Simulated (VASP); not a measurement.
# GaSb (Immm) in VASP: a series of runs

Runs on GaSb. Level: PBE. Tasks: single point.

Program: VASP 6.6.1. These are calculated values, not measurements. Logs are shortened: lines on timing, memory, paths and dates and some standing lists are left out, and cuts for length are marked.

### 1 The cell of the first run

It takes space group Immm (No. 71, orthorhombic). The conventional cell has a = 3.173 Å, b = 5.455 Å, c = 5.900 Å, α = 90.00°, β = 90.00°, γ = 90.00°. Within 3.9 Å of Sb (site symmetry mmm) lie 6 Ga at 2.95 to 3.16 Å and 2 Sb at 3.17 Å. Within 3.9 Å of Ga (site symmetry mmm) lie 6 Sb at 2.95 to 3.16 Å and 2 Ga at 3.17 Å.

### 2 Single point, PBE (25.53 Å³/atom)

File INCAR:

```
SYSTEM = GaSb
  PREC = Accurate
  ENCUT = 520
  EDIFF = 1E-7
  ISMEAR = -1
  SIGMA = 0.05
  LREAL = .FALSE.
  LASPH = .TRUE.
  NELM = 60
  ALGO = Normal
  ISIF = 2
  LWAVE = .FALSE.
  LCHARG = .FALSE.
  GGA = PE
  NBANDS = 16
```

File KPOINTS:

```
regular mesh
0
G
  10 10 10
  0 0 0
```

File POSCAR:

```
GaSb
1.0
   -1.5864166100      2.7274673588      2.9500590341
    1.5864166100     -2.7274673588      2.9500590341
    1.5864166100      2.7274673588     -2.9500590341
Sb Ga
1 1
Direct
    0.5000000000      0.5000000000      0.0000000000
    0.0000000000      0.0000000000      0.0000000000
```

Potentials or basis: VASP PAW PBE potentials, release 64 (Sb, Ga_d).

Launch:

```bash
> cat potpaw_PBE.64/Sb/POTCAR potpaw_PBE.64/Ga_d/POTCAR > POTCAR
> mpirun -np 1 vasp_std > vasp.out
```

OUTCAR:

```text
SYSTEM = GaSb
   PREC = Accurate
   ENCUT = 520
   EDIFF = 1E-7
   ISMEAR = -1
   LREAL = .FALSE.
   LASPH = .TRUE.
   NELM = 60
   ISIF = 2
   GGA = PE

 ion  position               nearest neighbor table
   1  0.500  0.500  0.000-   2 2.95   2 2.95   2 3.16   2 3.16   2 3.16   2 3.16
   2  0.000  0.000  0.000-   1 2.95   1 2.95   1 3.16   1 3.16   1 3.16   1 3.16

  LATTYP: Found a body centered orthorhombic cell.
 ALAT       =     3.1728332200
 B/A-ratio  =     1.7192629865
 C/A-ratio  =     1.8595739704

  Lattice vectors:

 A1 = (  -1.5864166100,   2.7274673588,   2.9500590341)
 A2 = (   1.5864166100,  -2.7274673588,   2.9500590341)
 A3 = (   1.5864166100,   2.7274673588,  -2.9500590341)

Analysis of symmetry for initial positions (statically):
=====================================================================
 Subroutine PRICEL returns:
 Original cell was already a primitive cell.

 Routine SETGRP: Setting up the symmetry group for a
 body centered orthorhombic supercell.

 Subroutine GETGRP returns: Found  8 space group operations
 (whereof  8 operations were pure point group operations)
 out of a pool of  8 trial point group operations.

The static configuration has the point symmetry D_2h.

Analysis of symmetry for dynamics (positions and initial velocities):
=====================================================================
 Subroutine PRICEL returns:
 Original cell was already a primitive cell.

 Routine SETGRP: Setting up the symmetry group for a
 body centered orthorhombic supercell.

 Subroutine GETGRP returns: Found  8 space group operations
 (whereof  8 operations were pure point group operations)
 out of a pool of  8 trial point group operations.

The dynamic configuration has the point symmetry D_2h.

 Subroutine INISYM returns: Found  8 space group operations
 (whereof  8 operations are pure point group operations),
 and found     1 'primitive' translations

----------------------------------------------------------------------------------------

                                     Primitive cell

  volume of cell :      51.0584

  direct lattice vectors                    reciprocal lattice vectors
    -1.586416610  2.727467359  2.950059034     0.000000000  0.183320251  0.169488134
     1.586416610 -2.727467359  2.950059034     0.315175722  0.000000000  0.169488134
     1.586416610  2.727467359 -2.950059034     0.315175722  0.183320251  0.000000000

  length of vectors
     4.319565274  4.319565274  4.319565274     0.249664859  0.357857462  0.364612191

  position of ions in fractional coordinates (direct lattice)
     0.500000000  0.500000000  0.000000000
     0.000000000  0.000000000  0.000000000

  ion indices of the primitive-cell ions
   primitive index   ion index
                 1           1
                 2           2

----------------------------------------------------------------------------------------

 KPOINTS: regular mesh

Automatic generation of k-mesh.
 Grid dimensions read from file:
 generate k-points for:   10   10   10

 Generating k-lattice:

  Cartesian coordinates                     Fractional coordinates (reciprocal lattice)
     0.000000000  0.018332025  0.016948813     0.100000000  0.000000000 -0.000000000
     0.031517572  0.000000000  0.016948813     0.000000000  0.100000000 -0.000000000
     0.031517572  0.018332025  0.000000000     0.000000000  0.000000000  0.100000000

  Length of vectors
     0.024966486  0.035785746  0.036461219

  Shift w.r.t. Gamma in fractional coordinates (k-lattice)
     0.000000000  0.000000000  0.000000000

 Subroutine IBZKPT returns following result:
 ===========================================

 Found    171 irreducible k-points:

 Following reciprocal coordinates:
            Coordinates               Weight
  0.000000  0.000000  0.000000      1.000000
  0.100000  0.000000 -0.000000      4.000000
  0.200000  0.000000 -0.000000      4.000000
  0.300000  0.000000 -0.000000      4.000000
  0.400000  0.000000 -0.000000      4.000000
  0.500000  0.000000 -0.000000      2.000000
[... 16 lines left out ...]
 -0.400000  0.200000  0.000000      8.000000
 -0.300000  0.200000  0.000000      8.000000
 [... further k-points ...]
   k-points           NKPTS =    171   k-points in BZ     NKDIM =    171   number of bands    NBANDS=     16
   number of dos      NEDOS =    301   number of ions     NIONS =      2
   total plane-waves  NPLWV =  32768
   dimension x,y,z NGX =    32 NGY =   32 NGZ =   32
   dimension x,y,z NGXF=    64 NGYF=   64 NGZF=   64
   ions per type =               1   1
   NGX,Y,Z   is equivalent  to a cutoff of  12.32, 12.32, 12.32 a.u.
   NGXF,Y,Z  is equivalent  to a cutoff of  24.63, 24.63, 24.63 a.u.
 SYSTEM =  GaSb
   PREC   = accura    normal or accurate (medium, high low for compatibility)
   ISTART =      0    job   : 0-new  1-cont  2-samecut
   ICHARG =      2    charge: 1-file 2-atom 10-const
   ISPIN  =      1    spin polarized calculation?
   LNONCOLLINEAR =      F non collinear calculations
   LSORBIT =      F    spin-orbit coupling
   LASPH  =      T    aspherical Exc in radial PAW
   ENCUT  =  520.0 eV  38.22 Ry    6.18 a.u.   8.03  8.03  8.03*2*pi/ulx,y,z
   NELM   =     60;   NELMIN=  2; NELMDL= -5     # of ELM steps
   EDIFF  = 0.1E-06   stopping-criterion for ELM
   LREAL  =      F    real-space projection
   EDIFFG = 0.1E-05   stopping-criterion for IOM
   NSW    =      0    number of steps for IOM
   IBRION =     -1    ionic relax: 0-MD 1-quasi-New 2-CG
   NFREE  =      0    steps in history (QN), initial steepest desc. (CG)
   ISIF   =      2    stress and relaxation
   ISYM   =      2    0-nonsym 1-usesym 2-fastsym
   POTIM  = 0.5000    time-step for ionic-motion
   TEBEG  =    0.0;   TEEND  =   0.0 temperature during run
   PSTRESS=    0.0 pullay stress
   NELECT =      18.0000    total number of electrons
   NUPDOWN=      -1.0000    fix difference up-down
   EMIN   =  10.00;   EMAX   =-10.00  energy-range for DOS
   EFERMI =   0.00;   METHOD = LEGACY
   ISMEAR =    -1;   SIGMA  =   0.05  broadening in eV -4-tet -1-fermi 0-gaus
   EFERMI_NEDOS =   21; number of points for ismear=-14 and -15
   IALGO  =     38    algorithm
   IMIX   =      4    mixing-type and parameters
     AMIX     =   0.40;   BMIX     =  1.00
     AMIX_MAG =   1.60;   BMIX_MAG =  1.00
  volume/ion in A,a.u.               =      25.53       172.28
  Fermi-wavevector in a.u.,A,eV,Ry     =   1.156493  2.185456 18.197480  1.337477
  Thomas-Fermi vector in A             =   2.293113
   LORBIT       =      0    0 simple, 1 ext, 2 COOP (PROOUT), +10 PAW based schemes
   GGA     = PE    functional components
   LHFCALC =     F    Hartree Fock is set to
   AEXX    =    0.0000 exact exchange contribution
   IVDW    =     0    specifies the selected vdW correction
   LEPSILON=     F    determine dielectric tensor
   LRPA    =     F    only Hartree local field effects (RPA)
 non-spin polarized calculation
  energy-cutoff  :      520.00
  volume of cell :       51.06
 maximum number of plane-waves:      1392
   NGX = 17   NGY = 17   NGZ = 17

 number of electron      18.0000002 magnetization

 Free energy of the ion-electron system (eV)
  ---------------------------------------------------
  ext. energy  EPLUGINS =         0.00000000
  ---------------------------------------------------
  free energy    TOTEN  =        -6.95260124 eV

  energy without entropy =       -6.94628366  energy(sigma->0) =       -6.94944245

 E-fermi :   5.9155     XC(G=0):  -9.9864

 val. band max:        5.8781928701   @ k =  -0.2000   0.2000   0.1000
 cond. band min:       5.9175975422   @ k =  -0.2000  -0.4000   0.2000
 fundamental gap:      0.0394046721
 Fermi energy:         5.9154687317

 k-point     1 :       0.0000    0.0000    0.0000
  band No.  band energies     occupation
      1      -8.9365      2.00000
      2      -8.8499      2.00000
      3      -8.8473      2.00000
      4      -8.8415      2.00000
      5      -8.8108      2.00000
      6      -5.6092      2.00000
[... 8 lines left out ...]
     15      14.8357      0.00000
     16      15.9051      0.00000

 k-point     2 :       0.1000    0.0000   -0.0000
  band No.  band energies     occupation
      1      -8.9362      2.00000
      2      -8.8514      2.00000
      3      -8.8463      2.00000
      4      -8.8414      2.00000
      5      -8.8107      2.00000
      6      -5.5302      2.00000
[... 8 lines left out ...]
     15      15.3745      0.00000
     16      15.9221      0.00000

 k-point     3 :       0.2000    0.0000   -0.0000
  band No.  band energies     occupation
      1      -8.9352      2.00000
      2      -8.8551      2.00000
      3      -8.8439      2.00000
      4      -8.8413      2.00000
      5      -8.8102      2.00000
      6      -5.2996      2.00000
[... 8 lines left out ...]
     15      15.1426      0.00000
     16      16.4118      0.00000

 k-point     4 :       0.3000    0.0000   -0.0000
  band No.  band energies     occupation
      1      -8.9342      2.00000
      2      -8.8597      2.00000
      3      -8.8412      2.00000
      4      -8.8408      2.00000
      5      -8.8096      2.00000
      6      -4.9437      2.00000
[... 8 lines left out ...]
     15      14.8434      0.00000
     16      15.9048      0.00000

 k-point     5 :       0.4000    0.0000   -0.0000
  band No.  band energies     occupation
      1      -8.9334      2.00000
      2      -8.8634      2.00000
      3      -8.8412      2.00000
      4      -8.8384      2.00000
      5      -8.8091      2.00000
      6      -4.5461      2.00000
[... 8 lines left out ...]
     15      15.1075      0.00000
     16      15.6217      0.00000

 k-point     6 :       0.5000    0.0000   -0.0000
  band No.  band energies     occupation
      1      -8.9331      2.00000
      2      -8.8648      2.00000
      3      -8.8411      2.00000
      4      -8.8375      2.00000
      5      -8.8089      2.00000
      6      -4.3400      2.00000
[... 8 lines left out ...]
     15      15.4683      0.00000
     16      17.3339      0.00000

 k-point     7 :      -0.0000    0.1000    0.0000
  band No.  band energies     occupation
      1      -8.9239      2.00000
      2      -8.8504      2.00000
      3      -8.8478      2.00000
      4      -8.8452      2.00000
      5      -8.8158      2.00000
      6      -5.4257      2.00000
[... 8 lines left out ...]
     15      15.0989      0.00000
     16      15.8403      0.00000

 k-point     8 :       0.1000    0.1000    0.0000
  band No.  band energies     occupation
      1      -8.9232      2.00000
      2      -8.8532      2.00000
      3      -8.8479      2.00000
      4      -8.8431      2.00000
      5      -8.8156      2.00000
      6      -5.2760      2.00000
[... 8 lines left out ...]
     15      15.5857      0.00000
     16      16.1703      0.00000

 k-point     9 :       0.2000    0.1000   -0.0000
  band No.  band energies     occupation
      1      -8.9222      2.00000
      2      -8.8575      2.00000
      3      -8.8479      2.00000
      4      -8.8405      2.00000
      5      -8.8151      2.00000
      6      -4.9834      2.00000
[... 8 lines left out ...]
     15      15.9544      0.00000
     16      16.4671      0.00000
[... 172 lines left out ...]
 k-point    19 :       0.2000    0.2000    0.0000
  band No.  band energies     occupation
      1      -8.8896      2.00000
      2      -8.8641      2.00000
      3      -8.8586      2.00000
      4      -8.8358      2.00000
      5      -8.8283      2.00000
      6      -4.3217      2.00000
[... 8 lines left out ...]
     15      15.3042      0.00000
     16      15.6082      0.00000

 k-point    20 :       0.3000    0.2000    0.0000
  band No.  band energies     occupation
      1      -8.8885      2.00000
      2      -8.8652      2.00000
      3      -8.8614      2.00000
      4      -8.8340      2.00000
      5      -8.8282      2.00000
      6      -3.9307      2.00000
[... 8 lines left out ...]
     15      15.8523      0.00000
     16      17.0172      0.00000

 k-point    21 :       0.4000    0.2000    0.0000
  band No.  band energies     occupation
      1      -8.8879      2.00000
      2      -8.8678      2.00000
      3      -8.8604      2.00000
      4      -8.8339      2.00000
      5      -8.8276      2.00000
      6      -3.7030      2.00000
[... 8 lines left out ...]
     15      16.9410      0.00000
     16      17.2356      0.00000

 k-point    22 :       0.5000    0.2000   -0.0000
  band No.  band energies     occupation
      1      -8.8883      2.00000
      2      -8.8691      2.00000
      3      -8.8579      2.00000
      4      -8.8356      2.00000
      5      -8.8267      2.00000
      6      -3.8697      2.00000
[... 8 lines left out ...]
     15      16.6764      0.00000
     16      17.3041      0.00000

 k-point    23 :      -0.4000    0.2000    0.0000
  band No.  band energies     occupation
      1      -8.8895      2.00000
      2      -8.8684      2.00000
      3      -8.8548      2.00000
      4      -8.8380      2.00000
      5      -8.8264      2.00000
      6      -4.2520      2.00000
[... 8 lines left out ...]
     15      14.9768      0.00000
     16      16.0387      0.00000

 k-point    24 :      -0.3000    0.2000    0.0000
  band No.  band energies     occupation
      1      -8.8907      2.00000
      2      -8.8668      2.00000
      3      -8.8519      2.00000
      4      -8.8402      2.00000
      5      -8.8270      2.00000
      6      -4.6104      2.00000
[... 8 lines left out ...]
     15      13.7499      0.00000
     16      14.9758      0.00000

 [... further k-points ...]

------------------------ aborting loop because EDIFF is reached ----------------------------------------

  FORCE on cell =-STRESS in cart. coord.  units (eV):
  Direction    XX          YY          ZZ          XY          YZ          ZX
  --------------------------------------------------------------------------------------
  -------------------------------------------------------------------------------------
  Total       -0.6353247     -0.9113366     -1.0652158     -0.0000000      0.0000000      0.0000000
  in kB      -19.9360348    -28.5970928    -33.4257116     -0.0000000      0.0000000      0.0000000
  external PRESSURE =     -27.3196131 kB  Pullay stress =       0.0000000 kB

 VOLUME and BASIS-vectors are now :
 -----------------------------------------------------------------------------
  energy-cutoff  :      520.00
  volume of cell :       51.06
      direct lattice vectors                 reciprocal lattice vectors
    -1.586416610  2.727467359  2.950059034     0.000000000  0.183320251  0.169488134
     1.586416610 -2.727467359  2.950059034     0.315175722  0.000000000  0.169488134
     1.586416610  2.727467359 -2.950059034     0.315175722  0.183320251  0.000000000

 POSITION                                       TOTAL-FORCE (eV/Angst)
 -----------------------------------------------------------------------------------
      0.00000      0.00000      2.95006        -0.000000      0.000000     -0.000000
      0.00000      0.00000      0.00000         0.000000     -0.000000      0.000000
 -----------------------------------------------------------------------------------
    total drift:                               -0.000000     -0.000000      0.000000

  FREE ENERGIE OF THE ION-ELECTRON SYSTEM (eV)
  ---------------------------------------------------
  free  energy   TOTEN  =        -6.9526012358 eV

  energy  without entropy=       -6.9462836627  energy(sigma->0) =       -6.94944245
```

Wall time 1.8 min (1 thread of Intel Xeon Platinum 8259CL at 2.50GHz (Skylake/Cascade Lake), shared host); peak memory 0.28 GiB.

What came out:

```
Free energy            : -6.9526 eV
Pressure               : -2.7 GPa
Band gap on the k mesh : zero (bands 9 and 10 overlap by 4.07 eV)
```

Levels at points of the mesh, in eV from the Fermi level:
```csv
k point,band 6,band 7,band 8,band 9,band 10,band 11,band 12,band 13
"(0.00, 0.00, 0.00)",-11.52,-3.36,-1.97,-1.58,3.49,5.00,5.92,7.17
"(0.50, 0.00, 0.00)",-10.26,-7.67,-0.19,1.51,1.87,2.49,4.51,6.79
"(0.00, 0.50, 0.00)",-7.95,-5.75,-1.96,-0.37,-0.21,1.21,2.62,3.58
"(0.50, 0.50, 0.00)",-7.94,-4.68,-3.10,-1.89,-1.57,3.43,3.73,6.18
"(0.50, 0.50, 0.50)",-9.36,-5.77,-4.73,-4.45,3.15,6.96,9.07,9.63
```

Caveat: spin-orbit coupling is left out, which moves the levels of the heavy elements.

(Part 1 of 2 ends here.)

The gap in the log of VASP goes by the Fermi energy; the results here count the filled bands.